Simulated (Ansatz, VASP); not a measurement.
## Mg8HO8: VASP beside Ansatz

```
CELL_PARAMETERS angstrom
0.00000 3.95200 3.95200
3.95200 0.00000 3.95200
3.95200 3.95200 0.00000
ATOMIC_POSITIONS crystal
Mg 0.00000 0.00000 0.00000
Mg 0.00000 0.00000 0.50000
Mg 0.00000 0.50000 0.00000
Mg 0.00000 0.50000 0.50000
Mg 0.50000 0.00000 0.00000
Mg 0.50000 0.00000 0.50000
Mg 0.50000 0.50000 0.00000
Mg 0.50000 0.50000 0.50000
O 0.25000 0.25000 0.25000
O 0.25000 0.25000 0.75000
O 0.25000 0.75000 0.25000
O 0.25000 0.75000 0.75000
O 0.75000 0.25000 0.25000
O 0.75000 0.25000 0.75000
O 0.75000 0.75000 0.25000
O 0.75000 0.75000 0.75000
H 0.14042 0.64959 0.11158
```

Alike in both runs: task relaxation of the atoms; functional PBE; k mesh 2 × 2 × 2; occupations fermi-dirac, width 0.05 eV; collinear spin.

|  | VASP | Ansatz |
| --- | --- | --- |
| version | VASP 6.6.1 | Ansatz 0.2.0 |
| potentials or method | VASP PAW PBE potentials, release 64 (Mg, O, H), cutoff 520 eV | scalar-relativistic, plane waves, PAW |
| valence electrons in the cell | 65 | 129 |

Ansatz gave:

```
net moment per atom (μB)                                      : 0.04
size of the moment on the site where the two differ most (μB) : 0.32
```

**Question.** Estimate VASP's values.

**Answer.** net moment per atom (μB): 0.04; size of the moment on the site where the two differ most (μB): 0.24.

Site moments also hang on the region over which each program counts them. VASP's potentials hold 65 valence electrons a cell and Ansatz's 129, so a difference there can come from the potentials and not from the codes.

The k mesh is coarse, so the values compare programs but aren't converged.
